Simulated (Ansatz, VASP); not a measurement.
# One calculation of BAs, two programs

```xyz
2
Lattice="0.0000 2.4636 2.4636 2.4636 0.0000 2.4636 2.4636 2.4636 0.0000" Properties=species:S:1:pos:R:3 pbc="T T T"
B     0.0000    0.0000    0.0000
As    1.2318    1.2318    1.2318
```

Change from the starting cell: hydrostatic strain +3.0%.

Alike in both runs: task single point; functional PBE; k mesh 10 × 10 × 10; occupations fermi-dirac, width 0.02 eV; no spin polarisation.

```csv
,VASP,Ansatz
version,VASP 6.6.1,Ansatz 0.2.0
potentials or method,"VASP PAW PBE potentials, release 64 (B, As)","plane waves, PAW"
plane-wave cutoff (eV),520,420
valence electrons in the cell,8,18
```

```tsv
	VASP	Ansatz	Ansatz less VASP
gap on the k mesh at the Fermi level (eV)	1.27	1.27	+0.006
pressure (GPa)	-7.8	-8.2	-0.41
```

The functional is the same, so the differences come from potentials, cutoffs and numerics. VASP's potentials hold 8 valence electrons a cell and Ansatz's 18, so a difference there can come from the potentials and not from the codes.
